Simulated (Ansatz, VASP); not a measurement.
TiAl3 in VASP and in Ansatz

```xyz
8
Lattice="4.5250 0.0000 0.0000 0.0000 5.4037 0.0000 0.0000 0.0000 5.1103" Properties=species:S:1:pos:R:3 pbc="T T T"
Ti    0.0000    0.0000    3.2080
Ti    2.2625    2.7018    1.9023
Al    0.0000    1.3275    0.7684
Al    0.0000    4.0762    0.7684
Al    2.2625    4.0294    4.3419
Al    2.2625    1.3743    4.3419
Al    2.2625    0.0000    1.6525
Al    0.0000    2.7018    3.4578
```

Alike in both runs: functional r2SCAN; k mesh 8 × 8 × 8; occupations gaussian, width 0.1 eV; no spin polarisation.

Ansatz relaxed the structure, and its values are those at the end. VASP's run is a single point on that final structure, the one shown.

|  | VASP | Ansatz |
| --- | --- | --- |
| version | VASP 6.6.1 | Ansatz 0.2.0 |
| potentials or method | VASP PAW PBE potentials, release 64 (Ti_sv, Al), cutoff 520 eV | scalar-relativistic, plane waves, PAW |
| valence electrons in the cell | 42 | 42 |

Ansatz gave:

| Quantity | Value |
| --- | --- |
| gap on the k mesh at the Fermi level (eV) | none |
| pressure (GPa) | 0.0 |
| rms of the force components (eV/Å) | 0.001 |

Problem. What did VASP give for the same quantities?

Solution. gap on the k mesh at the Fermi level (eV): none; pressure (GPa): -0.1; rms of the force components (eV/Å): 0.008.

VASP's potentials were made for PBE, not for r2SCAN. A gap of «none» marks a metal or a gap that the smearing closes.
